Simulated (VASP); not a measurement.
The system is HfSiO4.

```
Hf Si O
1.0
     3.35435   -3.35435    0.00000
     3.35435    3.35435    0.00000
     0.00000    0.00000    3.15896
Hf Si O
1 1 4
Direct
  0.00000 0.00000 0.00000
  0.50000 0.50000 0.50000
  0.19496 0.19496 0.50000
  0.69496 0.30504 0.00000
  0.30504 0.69496 0.00000
  0.80504 0.80504 0.50000
```

```yaml
Program: VASP 6.6.1
Task: relaxation of cell and atoms
Functional: PBE
Potentials_or_basis: VASP PAW PBE potentials, release 64 (Hf_pv, Si, O)
Cutoff: 600 eV
k_mesh: 4 × 4 × 6
Occupations: gaussian, width 0.1 eV
Spin: no spin polarisation
```

At the start: pressure -16.4 GPa; volume 11.85 Å³/atom.

Task: Where does the relaxation end?

Result: Over 8 steps the energy falls by 289.6 meV/atom and the volume is 10.35 Å³/atom (-12.6 %); space group Cmmm (No. 65, to 0.1 Å) before and after.

Step by step:
```csv
step,energy change (eV),largest force (eV/Å),pressure (GPa),volume (Å³)
1,0.0000,3.6822,-16.42,71.09
2,-1.3905,2.2789,16.82,59.24
3,-1.6151,1.8376,3.42,62.03
4,-1.6155,1.7834,4.10,61.86
5,-1.6239,1.6308,-4.35,62.92
6,-1.7157,0.7849,-0.85,62.39
7,-1.7364,0.2135,-0.18,62.06
8,-1.7378,0.0139,-0.36,62.12
```

Final structure:
```xyz
6
Lattice="3.1871 -3.2808 0.0000 3.1871 3.2808 0.0000 0.0000 0.0000 2.9707" Properties=species:S:1:pos:R:3 pbc="T T T"
Hf    0.0000    0.0000    2.9707
Si    3.1871    0.0000    1.4853
O     1.4053    0.0000    1.4853
O     3.1871   -1.1725    0.0000
O     3.1871    1.1725    2.9707
O     4.9689    0.0000    1.4853
```
